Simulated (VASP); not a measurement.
Crystal: MoS2.

```
CELL_PARAMETERS angstrom
3.16900 0.00000 0.00000
-1.58450 2.74443 0.00000
0.00000 0.00000 12.32400
ATOMIC_POSITIONS crystal
Mo 0.66667 0.33333 0.75000
Mo 0.33333 0.66667 0.25000
S 0.66667 0.33333 0.37700
S 0.33333 0.66667 0.87700
S 0.66667 0.33333 0.12300
S 0.33333 0.66667 0.62300
```

| Property | Result |
| --- | --- |
| Program | VASP 6.6.1 |
| Task | relaxation of cell and atoms |
| Functional | PBE |
| Dispersion | D3(BJ) |
| Potentials or basis | VASP PAW PBE potentials, release 64 (Mo_sv, S) |
| Cutoff | 600 eV |
| k mesh | 10 × 10 × 3 |
| Occupations | fermi-dirac, width 0.05 eV |
| Spin | no spin polarisation |

At the start: pressure -2.0 GPa; volume 17.86 Å³/atom.

Problem. How do energy, volume and symmetry change on relaxing?

Solution. Over 12 steps the energy falls by 2.8 meV/atom and the volume is 17.29 Å³/atom (-3.2 %); space group P6_3/mmc (No. 194, to 0.1 Å) before and after.

Step by step:
```
step  energy change (eV)  largest force (eV/Å)  pressure (GPa)  volume (Å³)
   1              0.0000                0.0757           -2.04       107.18
   2              0.0158                0.5209            3.43       103.70
   3             -0.0089                0.1415           -0.08       105.86
   4             -0.0114                0.0579           -0.06       105.44
   5             -0.0115                0.0374           -0.06       105.34
   6             -0.0129                0.0339           -0.04       105.09
   7             -0.0160                0.0227            0.03       104.34
   8             -0.0152                0.0014            0.24       102.85
   9             -0.0169                0.0173            0.11       103.75
  10             -0.0169                0.0162            0.12       103.69
  11             -0.0161                0.0800           -0.59       103.98
  12             -0.0169                0.0004            0.00       103.74
```

Final structure:
```
Mo S
1.0
     3.14865    0.00000    0.00000
    -1.57433    2.72681    0.00000
     0.00000    0.00000   12.08239
Mo S
2 4
Direct
  0.66667 0.33333 0.75000
  0.33333 0.66667 0.25000
  0.66667 0.33333 0.37954
  0.33333 0.66667 0.87954
  0.66667 0.33333 0.12046
  0.33333 0.66667 0.62046
```
